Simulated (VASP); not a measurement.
# GaP (F-43m) in VASP: a series of runs

The runs below take GaP through single point, with PBEsol+D3(BJ).

Everything below comes from runs of VASP 6.6.1. Logs are shortened: lines on timing, memory, paths and dates and some standing lists are left out, and cuts for length are marked.

**What was measured.**

From “Stacking defects in GaP nanowires: Electronic structure and optical properties”, 2018, arxiv:1810.01194, for a bulk crystal of GaP at 10 K: band gap 2.34 eV (indirect).

How close the calculation comes is told below.

### 1 The cell of the first run

The structure is cubic, space group F-43m (No. 216). Conventional cell: a = 5.451 Å, b = 5.451 Å, c = 5.451 Å, α = 90.00°, β = 90.00°, γ = 90.00°. Within 3.1 Å of Ga (site symmetry -43m) lie 4 P at 2.36 Å. P (site symmetry -43m) has 4 Ga at 2.36 Å within 3.1 Å.

### 2 Single point, PBEsol+D3(BJ)

Contents of INCAR:

```
SYSTEM = GaP
ALGO = Normal
EDIFF = 1E-6
ENCUT = 520
GGA = PS
ISIF = 2
ISMEAR = 0
IVDW = 12
LASPH = .TRUE.
LCHARG = .TRUE.
LELF = .TRUE.
LREAL = .FALSE.
LVHAR = .TRUE.
LWAVE = .FALSE.
NBANDS = 16
NELM = 60
PREC = Accurate
SIGMA = 0.01
```

Contents of KPOINTS:

```
k-points
0
G
  6 6 6
  0 0 0
```

Contents of POSCAR:

```
GaP
1.0
    0.0000000000      2.7252500000      2.7252500000
    2.7252500000      0.0000000000      2.7252500000
    2.7252500000      2.7252500000      0.0000000000
Ga P
1 1
Direct
    0.0000000000      0.0000000000      0.0000000000
    0.2500000000      0.2500000000      0.2500000000
```

Potentials or basis: VASP PAW PBE potentials, release 64 (Ga_d, P).

Started as:

```sh
cat potpaw_PBE.64/Ga_d/POTCAR potpaw_PBE.64/P/POTCAR > POTCAR
mpirun -np 1 vasp_std > vasp.out
```

OUTCAR:

```text
SYSTEM = GaP
   EDIFF = 1E-6
   ENCUT = 520
   GGA = PS
   ISIF = 2
   ISMEAR = 0
   IVDW = 12
   LASPH = .TRUE.
   LREAL = .FALSE.
   NELM = 60
   PREC = Accurate
 IVDW          = 12

 ion  position               nearest neighbor table
   1  0.000  0.000  0.000-   2 2.36   2 2.36   2 2.36   2 2.36
   2  0.250  0.250  0.250-   1 2.36   1 2.36   1 2.36   1 2.36

  LATTYP: Found a face centered cubic cell.
 ALAT       =     5.4505000000

  Lattice vectors:

 A1 = (   0.0000000000,   2.7252500000,   2.7252500000)
 A2 = (   2.7252500000,   0.0000000000,   2.7252500000)
 A3 = (   2.7252500000,   2.7252500000,   0.0000000000)

Analysis of symmetry for initial positions (statically):
=====================================================================
 Subroutine PRICEL returns:
 Original cell was already a primitive cell.

 Routine SETGRP: Setting up the symmetry group for a
 face centered cubic supercell.

 Subroutine GETGRP returns: Found 24 space group operations
 (whereof 24 operations were pure point group operations)
 out of a pool of 48 trial point group operations.

The static configuration has the point symmetry T_d .

Analysis of symmetry for dynamics (positions and initial velocities):
=====================================================================
 Subroutine PRICEL returns:
 Original cell was already a primitive cell.

 Routine SETGRP: Setting up the symmetry group for a
 face centered cubic supercell.

 Subroutine GETGRP returns: Found 24 space group operations
 (whereof 24 operations were pure point group operations)
 out of a pool of 48 trial point group operations.

The dynamic configuration has the point symmetry T_d .

 Subroutine INISYM returns: Found 24 space group operations
 (whereof 24 operations are pure point group operations),
 and found     1 'primitive' translations

----------------------------------------------------------------------------------------

                                     Primitive cell

  volume of cell :      40.4808

  direct lattice vectors                    reciprocal lattice vectors
     0.000000000  2.725250000  2.725250000    -0.183469406  0.183469406  0.183469406
     2.725250000  0.000000000  2.725250000     0.183469406 -0.183469406  0.183469406
     2.725250000  2.725250000  0.000000000     0.183469406  0.183469406 -0.183469406

  length of vectors
     3.854085511  3.854085511  3.854085511     0.317778334  0.317778334  0.317778334

[... 70 lines left out ...]
   NELM   =     60;   NELMIN=  2; NELMDL= -5     # of ELM steps
   EDIFF  = 0.1E-05   stopping-criterion for ELM
   LREAL  =      F    real-space projection
   EDIFFG = 0.1E-04   stopping-criterion for IOM
   NSW    =      0    number of steps for IOM
   IBRION =     -1    ionic relax: 0-MD 1-quasi-New 2-CG
   NFREE  =      0    steps in history (QN), initial steepest desc. (CG)
   ISIF   =      2    stress and relaxation
   ISYM   =      2    0-nonsym 1-usesym 2-fastsym
   POTIM  = 0.5000    time-step for ionic-motion
   TEBEG  =    0.0;   TEEND  =   0.0 temperature during run
   PSTRESS=    0.0 pullay stress
   NELECT =      18.0000    total number of electrons
   NUPDOWN=      -1.0000    fix difference up-down
   EMIN   =  10.00;   EMAX   =-10.00  energy-range for DOS
   EFERMI =   0.00;   METHOD = LEGACY
   ISMEAR =     0;   SIGMA  =   0.01  broadening in eV -4-tet -1-fermi 0-gaus
   EFERMI_NEDOS =   21; number of points for ismear=-14 and -15
   IALGO  =     38    algorithm
   IMIX   =      4    mixing-type and parameters
     AMIX     =   0.40;   BMIX     =  1.00
     AMIX_MAG =   1.60;   BMIX_MAG =  1.00
  volume/ion in A,a.u.               =      20.24       136.59
  Fermi-wavevector in a.u.,A,eV,Ry     =   1.249538  2.361284 21.243377  1.561344
  Thomas-Fermi vector in A             =   2.383574
   LORBIT       =      0    0 simple, 1 ext, 2 COOP (PROOUT), +10 PAW based schemes
   GGA     = PS    functional components
   LHFCALC =     F    Hartree Fock is set to
   AEXX    =    0.0000 exact exchange contribution
   IVDW    =    12    specifies the selected vdW correction
   LEPSILON=     F    determine dielectric tensor
   LRPA    =     F    only Hartree local field effects (RPA)
 non-spin polarized calculation
 Gauss-broadening in eV      SIGMA  =   0.01
  energy-cutoff  :      520.00
  volume of cell :       40.48
 maximum number of plane-waves:      1113
 NGX is ok and might be reduce to    30
   NGX = 15   NGY = 15   NGZ = 15

 number of electron      17.9999989 magnetization

 Free energy of the ion-electron system (eV)
  ---------------------------------------------------
  ext. energy  EPLUGINS =         0.00000000
  ---------------------------------------------------
  free energy    TOTEN  =        -9.90569272 eV

  energy without entropy =       -9.90569272  energy(sigma->0) =       -9.90569272

 E-fermi :   4.7058     XC(G=0): -10.0187

 val. band max:        4.5754185183   @ k =   0.0000   0.0000   0.0000
 cond. band min:       6.0874055016   @ k =   0.5000   0.5000   0.0000
 fundamental gap:      1.5119869834
 Fermi energy:         4.7057537978

 k-point     1 :       0.0000    0.0000    0.0000
  band No.  band energies     occupation
      1      -9.9728      2.00000
      2      -9.9728      2.00000
      3      -9.9728      2.00000
      4      -9.8724      2.00000
      5      -9.8724      2.00000
      6      -7.9500      2.00000
[... 281 lines left out ...]
      3      -9.9123      2.00000
      4      -9.8934      2.00000
      5      -9.8591      2.00000
      6      -4.8750      2.00000
[... 8 lines left out ...]
     15      16.4623      0.00000
     16      18.1640      0.00000

------------------------ aborting loop because EDIFF is reached ----------------------------------------

 Edisp (eV)   -0.56261

 E8    (eV) :    -0.3633

  FORCE on cell =-STRESS in cart. coord.  units (eV):
  Direction    XX          YY          ZZ          XY          YZ          ZX
  --------------------------------------------------------------------------------------
  -------------------------------------------------------------------------------------
  Total      -0.71312    -0.71312    -0.71312     0.00000     0.00000     0.00000
  in kB     -28.22450   -28.22450   -28.22450     0.00000     0.00000     0.00000
  external pressure =      -28.22 kB  Pullay stress =        0.00 kB

 VOLUME and BASIS-vectors are now :
 -----------------------------------------------------------------------------
  energy-cutoff  :      520.00
  volume of cell :       40.48
      direct lattice vectors                 reciprocal lattice vectors
     0.000000000  2.725250000  2.725250000    -0.183469406  0.183469406  0.183469406
     2.725250000  0.000000000  2.725250000     0.183469406 -0.183469406  0.183469406
     2.725250000  2.725250000  0.000000000     0.183469406  0.183469406 -0.183469406

 POSITION                                       TOTAL-FORCE (eV/Angst)
 -----------------------------------------------------------------------------------
      0.00000      0.00000      0.00000        -0.000000     -0.000000     -0.000000
      1.36262      1.36262      1.36262         0.000000      0.000000      0.000000
 -----------------------------------------------------------------------------------
    total drift:                                0.000000      0.000000      0.000000

  FREE ENERGIE OF THE ION-ELECTRON SYSTEM (eV)
  ---------------------------------------------------
  free  energy   TOTEN  =       -10.4683029725 eV

  energy  without entropy=      -10.4683029725  energy(sigma->0) =      -10.46830297
```

OSZICAR:

```text
N       E                     dE             d eps       ncg     rms          rms(c)
DAV:   1     0.789059288917E+02    0.78906E+02   -0.89069E+03   536   0.161E+03
DAV:   2    -0.411856961494E+01   -0.83024E+02   -0.79870E+02   600   0.311E+02
DAV:   3    -0.100995619509E+02   -0.59810E+01   -0.59661E+01   640   0.642E+01
DAV:   4    -0.101926921420E+02   -0.93130E-01   -0.93112E-01   640   0.869E+00
DAV:   5    -0.101946641520E+02   -0.19720E-02   -0.19719E-02   624   0.112E+00    0.412E+00
DAV:   6    -0.994705430428E+01    0.24761E+00   -0.35213E-01   808   0.114E+01    0.262E+00
DAV:   7    -0.990827343355E+01    0.38781E-01   -0.80881E-02   720   0.221E+00    0.984E-01
DAV:   8    -0.990547929691E+01    0.27941E-02   -0.12152E-02   640   0.128E+00    0.175E-01
DAV:   9    -0.990563818697E+01   -0.15889E-03   -0.10096E-03   680   0.434E-01    0.638E-02
DAV:  10    -0.990566518642E+01   -0.26999E-04   -0.67093E-05   760   0.865E-02    0.285E-02
DAV:  11    -0.990569289226E+01   -0.27706E-04   -0.29557E-05   552   0.586E-02    0.600E-03
DAV:  12    -0.990569271885E+01    0.17341E-06   -0.11324E-06   504   0.136E-02
   1 F= -.10468303E+02 E0= -.10468303E+02  d E =-.131467E-77
```

stdout:

```text
POSCAR found type information on POSCAR GaP
 POSCAR found :  2 types and       2 ions
 scaLAPACK will be used
 -----------------------------------------------------------------------------
|                                                                             |
|                                                                             |
|     You enforced a specific xc type in the INCAR file but a different       |
|     I HOPE YOU KNOW WHAT YOU ARE DOING!                                     |
|                                                                             |
 -----------------------------------------------------------------------------

 LDA part: xc-table for (Slater+PW92), standard interpolation
 POSCAR, INCAR and KPOINTS ok, starting setup
 FFT: planning ... GRIDC
 FFT: planning ... GRID_SOFT
 FFT: planning ... GRID
 WAVECAR not read
 entering main loop
```

Wall time 21 s (1 thread of AMD EPYC 7R13 (Zen 3), shared host); peak memory 0.15 GiB.

Results:

* Free energy: -10.4683 eV
* Pressure: -2.8 GPa
* Band gap on the k mesh: 1.51 eV, indirect (least direct gap 1.75 eV)
* Dispersion energy per atom: -0.281 eV

Caveat: the PAW data sets were made with another functional, which shifts forces and pressure a little.

### 3 Single point, PBEsol+D3(BJ), non-collinear spin, zero start, spin-orbit coupling

Contents of INCAR:

```
SYSTEM = GaP
PREC     = Accurate       ! precision mode
ENCUT    = 520            ! plane-wave cutoff, eV
EDIFF    = 1E-6           ! SCF threshold, eV
ISMEAR   = 0              ! smearing method
SIGMA    = 0.01           ! smearing width, eV
LREAL    = .FALSE.        ! projectors in reciprocal space
LASPH    = .TRUE.         ! aspherical terms in the spheres
NELM     = 150            ! most SCF steps
ALGO     = Normal         ! electronic algorithm
ISIF     = 2              ! what is computed and relaxed
LWAVE    = .FALSE.        ! write WAVECAR
LCHARG   = .TRUE.         ! write CHGCAR
LNONCOLLINEAR= .TRUE.         ! non-collinear magnetism
MAGMOM   = 0 0 0 0 0 0    ! initial moments
LORBIT   = 11             ! projections on sites
LSORBIT  = .TRUE.         ! spin-orbit coupling
GGA_COMPAT= .FALSE.      
LORBMOM  = .TRUE.       
GGA      = PS             ! functional
IVDW     = 12             ! dispersion correction
LVHAR    = .TRUE.       
NBANDS   = 30             ! bands
```

Contents of KPOINTS:

```
Automatic mesh
0
G
  6 6 6
  0 0 0
```

POSCAR is that of step 2.

Potentials or basis: VASP PAW PBE potentials, release 64 (Ga_d, P).

Started as:

```sh
cat potpaw_PBE.64/Ga_d/POTCAR potpaw_PBE.64/P/POTCAR > POTCAR
mpirun -np 1 vasp_ncl > vasp.out
```

Wall time 90 s (1 thread of AMD EPYC 7R13 (Zen 3), shared host); peak memory 0.26 GiB.

The run converged. Its results:

```yaml
Free_energy: -10.4746 eV
Pressure: -2.9 GPa
Net_moment: 0.00 μB per cell
Valence_electrons_inside_the_program's_atomic_spheres: Ga 11.73; P 2.53
Dispersion_energy_per_atom: -0.281 eV
```

Moments on the atoms (μB; x, y, z):
```
Ga  0.00 0.00 0.00
P   0.00 0.00 0.00
```

Caveat: the PAW data sets were made with another functional, which shifts forces and pressure a little.

### 4 Against experiment

Step 2. Measured gap of GaP: 2.34 eV (indirect; 10 K; quoted in “Stacking defects in GaP nanowires: Electronic structure and optical properties”, 2018, arxiv:1810.01194). This calculation gives 1.51 eV (-0.83 eV). Spin-orbit coupling on Ga is left out. The value is that of PBEsol+D3(BJ) on a finite k mesh, which can miss the band edges, without temperature or zero-point motion. Semilocal functionals fall short of measured gaps as a rule.
